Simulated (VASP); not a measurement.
# ScTlH6 in VASP: single point with r2SCAN+rVV10

Aim: the single point of ScTlH6 with r2SCAN+rVV10.

Program: VASP 6.6.1. These are calculated values, not measurements. Logs are shortened: lines on timing, memory, paths and dates and some standing lists are left out, and cuts for length are marked.

**1. The cell of the first run**

The typed cell holds 8 atoms: a = 4.022 Å, b = 4.022 Å, c = 4.022 Å, α = 90.00°, β = 90.00°, γ = 90.00°.

**2. Single point, r2SCAN+rVV10**

POSCAR reads:

```
ScTlH6
1.0
    2.8442143952      1.6421079484      2.3220779433
   -2.8442143952      1.6421079484      2.3220779433
    0.0000000000     -3.2842158917      2.3220779469
Sc Tl H
1 1 6
Direct
    0.0000000000      0.0000000000      0.0000000000
    0.5000000000      0.5000000000      0.5000000000
    0.5000064708      0.0000080258      0.1409128553
    0.0000080258      0.1409128553      0.5000064708
    0.8590871447      0.4999935292      0.9999919742
    0.9999919742      0.8590871447      0.4999935292
    0.4999935292      0.9999919742      0.8590871447
    0.1409128553      0.5000064708      0.0000080258
```

INCAR.step1 reads:

```
PREC     = Accurate       # precision mode
ENCUT    = 520            # plane-wave cutoff, eV
ISMEAR   = -1             # smearing method
SIGMA    = 0.03           # smearing width, eV
LREAL    = F              # projectors in reciprocal space
LASPH    = T              # aspherical terms in the spheres
NELM     = 100            # most SCF steps
NBANDS   = 25             # bands
GGA      = PE             # functional
ALGO     = Normal         # electronic algorithm
EDIFF    = 1E-4           # SCF threshold, eV
LWAVE    = T              # write WAVECAR
LCHARG   = F              # write CHGCAR
```

INCAR.step2 reads:

```
PREC     = Accurate       # precision mode
ENCUT    = 520            # plane-wave cutoff, eV
EDIFF    = 1E-6           # SCF threshold, eV
ISMEAR   = -1             # smearing method
SIGMA    = 0.03           # smearing width, eV
LREAL    = F              # projectors in reciprocal space
LASPH    = T              # aspherical terms in the spheres
NELM     = 100            # most SCF steps
ALGO     = Normal         # electronic algorithm
ISIF     = 2              # what is computed and relaxed
LWAVE    = F              # write WAVECAR
LCHARG   = F              # write CHGCAR
METAGGA  = R2SCAN         # meta-GGA
LMIXTAU  = T            
LUSE_VDW = T            
IVDW_NL  = 2            
BPARAM   = 11.95        
CPARAM   = 0.0093       
NBANDS   = 25             # bands
ISTART   = 1
```

KPOINTS reads:

```
regular mesh
0
Gamma
  8 8 8
```

Potentials or basis: VASP PAW PBE potentials, release 64 (Sc_sv, Tl_d, H).

Run with:

```bash
> cat potpaw_PBE.64/Sc_sv/POTCAR potpaw_PBE.64/Tl_d/POTCAR potpaw_PBE.64/H/POTCAR > POTCAR
> cp INCAR.step1 INCAR
> mpirun -np 1 vasp_std > vasp.out
> cp INCAR.step2 INCAR
> mpirun -np 1 vasp_std > vasp.out
```

OUTCAR:

```text
PREC = Accurate
   ENCUT = 520
   EDIFF = 1E-6
   ISMEAR = -1
   LREAL = F
   LASPH = T
   NELM = 100
   ISIF = 2
   METAGGA = R2SCAN
   IVDW_NL = 2
   BPARAM = 11.95
   ISTART = 1

 ion  position               nearest neighbor table
   1  0.000  0.000  0.000-   4 2.09   6 2.09   3 2.09   7 2.09   5 2.09   8 2.09   6 2.09   4 2.09
                             7 2.09   3 2.09   8 2.09   5 2.09   2 3.48   2 3.48   2 3.48   2 3.48
   2  0.500  0.500  0.500-   5 2.48   8 2.48   7 2.48   3 2.48   4 2.48   6 2.48   8 2.48   5 2.48
                             3 2.48   7 2.48   4 2.48   6 2.48   1 3.48   1 3.48   1 3.48   1 3.48
   3  0.500  0.000  0.141-   1 2.09   1 2.09   2 2.48   2 2.48
   4  0.000  0.141  0.500-   1 2.09   1 2.09   2 2.48   2 2.48
   5  0.859  0.500  1.000-   1 2.09   1 2.09   2 2.48   2 2.48
   6  1.000  0.859  0.500-   1 2.09   1 2.09   2 2.48   2 2.48
   7  0.500  1.000  0.859-   1 2.09   1 2.09   2 2.48   2 2.48
   8  0.141  0.500  0.000-   1 2.09   1 2.09   2 2.48   2 2.48

  LATTYP: Found a trigonal (rhomboedric) cell.
 ALAT       =     4.0222033781
 COS(alpha) =    -0.0000612579

  Lattice vectors:

 A1 = (   2.8442143952,   1.6421079484,   2.3220779433)
 A2 = (  -2.8442143952,   1.6421079484,   2.3220779433)
 A3 = (   0.0000000000,  -3.2842158917,   2.3220779469)

Analysis of symmetry for initial positions (statically):
=====================================================================
 Subroutine PRICEL returns:
 Original cell was already a primitive cell.

 Routine SETGRP: Setting up the symmetry group for a
 trigonal (rhombohedral) supercell.

 Subroutine GETGRP returns: Found  6 space group operations
 (whereof  6 operations were pure point group operations)
 out of a pool of 12 trial point group operations.

The static configuration has the point symmetry S_6 .

Analysis of symmetry for dynamics (positions and initial velocities):
=====================================================================
 Subroutine PRICEL returns:
 Original cell was already a primitive cell.

 Routine SETGRP: Setting up the symmetry group for a
 trigonal (rhombohedral) supercell.

 Subroutine GETGRP returns: Found  6 space group operations
 (whereof  6 operations were pure point group operations)
 out of a pool of 12 trial point group operations.

The dynamic configuration has the point symmetry S_6 .

 Subroutine INISYM returns: Found  6 space group operations
 (whereof  6 operations are pure point group operations),
 and found     1 'primitive' translations

----------------------------------------------------------------------------------------

                                     Primitive cell

  volume of cell :      65.0717

  direct lattice vectors                    reciprocal lattice vectors
     2.844214395  1.642107948  2.322077943     0.175795468  0.101495561  0.143549588
    -2.844214395  1.642107948  2.322077943    -0.175795468  0.101495561  0.143549588
     0.000000000 -3.284215892  2.322077947     0.000000000 -0.202991121  0.143549589

  length of vectors
     4.022203378  4.022203378  4.022203378     0.248619950  0.248619950  0.248619950

  position of ions in fractional coordinates (direct lattice)
     0.000000000  0.000000000  0.000000000
     0.500000000  0.500000000  0.500000000
     0.500006471  0.000008026  0.140912855
     0.000008026  0.140912855  0.500006471
     0.859087145  0.499993529  0.999991974
     0.999991974  0.859087145  0.499993529
     0.499993529  0.999991974  0.859087145
     0.140912855  0.500006471  0.000008026

  ion indices of the primitive-cell ions
   primitive index   ion index
                 1           1
                 2           2
                 3           3
                 4           4
                 5           5
                 6           6
                 7           7
                 8           8

----------------------------------------------------------------------------------------

 KPOINTS: regular mesh

Automatic generation of k-mesh.
 Grid dimensions read from file:
 generate k-points for:    8    8    8

 Generating k-lattice:

  Cartesian coordinates                     Fractional coordinates (reciprocal lattice)
     0.021974433  0.012686945  0.017943699     0.125000000  0.000000000  0.000000000
    -0.021974433  0.012686945  0.017943699     0.000000000  0.125000000  0.000000000
     0.000000000 -0.025373890  0.017943699    -0.000000000 -0.000000000  0.125000000

  Length of vectors
     0.031077494  0.031077494  0.031077494

  Shift w.r.t. Gamma in fractional coordinates (k-lattice)
     0.000000000  0.000000000  0.000000000

 Subroutine IBZKPT returns following result:
 ===========================================

 Found     90 irreducible k-points:

 Following reciprocal coordinates:
            Coordinates               Weight
  0.000000  0.000000  0.000000      1.000000
  0.125000  0.000000 -0.000000      6.000000
  0.250000  0.000000 -0.000000      6.000000
  0.375000  0.000000 -0.000000      6.000000
  0.500000  0.000000 -0.000000      3.000000
  0.125000  0.125000 -0.000000      6.000000
[... 16 lines left out ...]
 -0.375000  0.250000  0.000000      6.000000
  0.375000  0.000000 -0.250000      6.000000
 [... further k-points ...]
   k-points           NKPTS =     90   k-points in BZ     NKDIM =     90   number of bands    NBANDS=     25
   number of dos      NEDOS =    301   number of ions     NIONS =      8
   total plane-waves  NPLWV =  27000
   dimension x,y,z NGX =    30 NGY =   30 NGZ =   30
   dimension x,y,z NGXF=    60 NGYF=   60 NGZF=   60
   ions per type =               1   1   6
   NGX,Y,Z   is equivalent  to a cutoff of  12.40, 12.40, 12.40 a.u.
   NGXF,Y,Z  is equivalent  to a cutoff of  24.80, 24.80, 24.80 a.u.
 SYSTEM =  unknown system
   PREC   = accura    normal or accurate (medium, high low for compatibility)
   ISTART =      1    job   : 0-new  1-cont  2-samecut
   ICHARG =      0    charge: 1-file 2-atom 10-const
   ISPIN  =      1    spin polarized calculation?
   LNONCOLLINEAR =      F non collinear calculations
   LSORBIT =      F    spin-orbit coupling
   LASPH  =      T    aspherical Exc in radial PAW
   ENCUT  =  520.0 eV  38.22 Ry    6.18 a.u.   7.48  7.48  7.48*2*pi/ulx,y,z
   NELM   =    100;   NELMIN=  2; NELMDL=  0     # of ELM steps
   EDIFF  = 0.1E-05   stopping-criterion for ELM
   LREAL  =      F    real-space projection
   EDIFFG = 0.1E-04   stopping-criterion for IOM
   NSW    =      0    number of steps for IOM
   IBRION =     -1    ionic relax: 0-MD 1-quasi-New 2-CG
   NFREE  =      0    steps in history (QN), initial steepest desc. (CG)
   ISIF   =      2    stress and relaxation
   ISYM   =      2    0-nonsym 1-usesym 2-fastsym
   POTIM  = 0.5000    time-step for ionic-motion
   TEBEG  =    0.0;   TEEND  =   0.0 temperature during run
   PSTRESS=    0.0 pullay stress
   NELECT =      30.0000    total number of electrons
   NUPDOWN=      -1.0000    fix difference up-down
   EMIN   =  10.00;   EMAX   =-10.00  energy-range for DOS
   EFERMI =   0.00;   METHOD = LEGACY
   ISMEAR =    -1;   SIGMA  =   0.03  broadening in eV -4-tet -1-fermi 0-gaus
   EFERMI_NEDOS =   21; number of points for ismear=-14 and -15
   IALGO  =     38    algorithm
   IMIX   =      4    mixing-type and parameters
     AMIX     =   0.40;   BMIX     =  1.00
     AMIX_MAG =   1.60;   BMIX_MAG =  1.00
  volume/ion in A,a.u.               =       8.13        54.89
  Fermi-wavevector in a.u.,A,eV,Ry     =   1.264691  2.389920 21.761761  1.599444
  Thomas-Fermi vector in A             =   2.397983
   LORBIT       =      0    0 simple, 1 ext, 2 COOP (PROOUT), +10 PAW based schemes
   METAGGA = R2SCAN    functional components
   LHFCALC =     F    Hartree Fock is set to
   AEXX    =    0.0000 exact exchange contribution
   IVDW_NL    =     2    kernel type
   BPARAM     =11.9500
   IVDW    =     0    specifies the selected vdW correction
   LEPSILON=     F    determine dielectric tensor
   LRPA    =     F    only Hartree local field effects (RPA)
 non-spin polarized calculation
  energy-cutoff  :      520.00
  volume of cell :       65.07
 maximum number of plane-waves:      1775
 NGX is ok and might be reduce to    30
   NGX = 15   NGY = 15   NGZ = 15

 number of electron      30.0000011 magnetization

 Free energy of the ion-electron system (eV)
  ---------------------------------------------------
  ext. energy  EPLUGINS =         0.00000000
  ---------------------------------------------------
  free energy    TOTEN  =       -83.01430719 eV

  energy without entropy =      -83.01038705  energy(sigma->0) =      -83.01234712

 E-fermi :   5.2401     XC(G=0): -11.2568

 val. band max:        5.2260623398   @ k =   0.5000   0.2500   0.0000
 cond. band min:       5.2550461143   @ k =   0.1250  -0.1250  -0.3750
 fundamental gap:      0.0289837745
 Fermi energy:         5.2400616668

 k-point     1 :       0.0000    0.0000    0.0000
  band No.  band energies     occupation
      1     -46.6957      2.00000
      2     -24.4013      2.00000
      3     -24.4013      2.00000
      4     -24.4013      2.00000
      5      -6.8857      2.00000
      6      -6.8368      2.00000
[... 17 lines left out ...]
     24      11.4369      0.00000
     25      15.4620      0.00000

 k-point     2 :       0.1250    0.0000   -0.0000
  band No.  band energies     occupation
      1     -46.6954      2.00000
      2     -24.4106      2.00000
      3     -24.4009      2.00000
      4     -24.4007      2.00000
      5      -6.8216      2.00000
      6      -6.8153      2.00000
[... 17 lines left out ...]
     24      11.6403      0.00000
     25      14.7452      0.00000

 k-point     3 :       0.2500    0.0000   -0.0000
  band No.  band energies     occupation
      1     -46.6945      2.00000
      2     -24.4329      2.00000
      3     -24.4001      2.00000
      4     -24.3993      2.00000
      5      -6.7822      2.00000
      6      -6.7566      2.00000
[... 17 lines left out ...]
     24      12.0813      0.00000
     25      14.3622      0.00000

 k-point     4 :       0.3750    0.0000   -0.0000
  band No.  band energies     occupation
      1     -46.6937      2.00000
      2     -24.4551      2.00000
      3     -24.3993      2.00000
      4     -24.3978      2.00000
      5      -6.7428      2.00000
      6      -6.6977      2.00000
[... 17 lines left out ...]
     24      11.9588      0.00000
     25      13.9977      0.00000
[... 477 lines left out ...]
 k-point    22 :       0.5000    0.0000   -0.2500
  band No.  band energies     occupation
      1     -46.6922      2.00000
      2     -24.4622      2.00000
      3     -24.4280      2.00000
      4     -24.3967      2.00000
      5      -6.8101      2.00000
      6      -6.6876      2.00000
[... 17 lines left out ...]
     24      13.6096      0.00000
     25      13.7872      0.00000

 k-point    23 :      -0.3750    0.2500    0.0000
  band No.  band energies     occupation
      1     -46.6925      2.00000
      2     -24.4524      2.00000
      3     -24.4301      2.00000
      4     -24.3965      2.00000
      5      -6.8050      2.00000
      6      -6.6849      2.00000
[... 17 lines left out ...]
     24      12.7989      0.00000
     25      13.2419      0.00000

 k-point    24 :       0.3750    0.0000   -0.2500
  band No.  band energies     occupation
      1     -46.6925      2.00000
      2     -24.4532      2.00000
      3     -24.4287      2.00000
      4     -24.3971      2.00000
      5      -6.7904      2.00000
      6      -6.6972      2.00000
[... 17 lines left out ...]
     24      13.4286      0.00000
     25      14.0483      0.00000

 [... further k-points ...]
[... 5 lines left out ...]
  --------------------------------------------------------------------------------------
  -------------------------------------------------------------------------------------
  Total        0.1475762      0.1475762      0.1491182     -0.0000000      0.0000000      0.0000000
  in kB        3.6335807      3.6335807      3.6715464     -0.0000010      0.0000000      0.0000000
  external PRESSURE =       3.6462359 kB  Pullay stress =       0.0000000 kB

 VOLUME and BASIS-vectors are now :
 -----------------------------------------------------------------------------
  energy-cutoff  :      520.00
  volume of cell :       65.07
      direct lattice vectors                 reciprocal lattice vectors
     2.844214395  1.642107948  2.322077943     0.175795468  0.101495561  0.143549588
    -2.844214395  1.642107948  2.322077943    -0.175795468  0.101495561  0.143549588
     0.000000000 -3.284215892  2.322077947     0.000000000 -0.202991121  0.143549589

 POSITION                                       TOTAL-FORCE (eV/Angst)
 -----------------------------------------------------------------------------------
      0.00000      0.00000      0.00000        -0.000000     -0.000000      0.000000
      0.00000      0.00000      3.48312        -0.000000     -0.000000      0.000000
      1.42210      0.35829      1.48828        -0.000073     -0.009371      0.006661
     -0.40076     -1.41072      1.48828        -0.008079      0.004749      0.006661
      1.02134     -1.05243      5.47795        -0.008152     -0.004622     -0.006661
      0.40076      1.41072      5.47795         0.008079     -0.004749     -0.006661
     -1.42210     -0.35829      5.47795         0.000073      0.009371     -0.006661
     -1.02134      1.05243      1.48828         0.008152      0.004622      0.006661
 -----------------------------------------------------------------------------------
    total drift:                               -0.000000      0.000000      0.000000

  FREE ENERGIE OF THE ION-ELECTRON SYSTEM (eV)
  ---------------------------------------------------
  free  energy   TOTEN  =       -83.0143071884 eV

  energy  without entropy=      -83.0103870487  energy(sigma->0) =      -83.01234712
```

Run time: 11 min. Hardware: 1 thread of Intel Xeon 8259CL, shared host; peak memory 0.39 GiB.

What came out:

- Free energy: -83.0143 eV
- Pressure: 0.4 GPa
- Largest force: 0.011 eV/Å
- Band gap on the k mesh: zero (bands 15 and 16 overlap by 4.36 eV)

Forces on the atoms (eV/Å):
```
Sc   0.000  0.000  0.000
Tl   0.000  0.000  0.000
H    0.000 -0.009  0.007
H   -0.008  0.005  0.007
H   -0.008 -0.005 -0.007
H    0.008 -0.005 -0.007
H    0.000  0.009 -0.007
H    0.008  0.005  0.007
```

Caveat: the PAW data sets were made with another functional, which shifts forces and pressure a little; spin-orbit coupling is left out, which moves the levels of the heavy elements.

The gap in the log of VASP goes by the Fermi energy; the results here count the filled bands.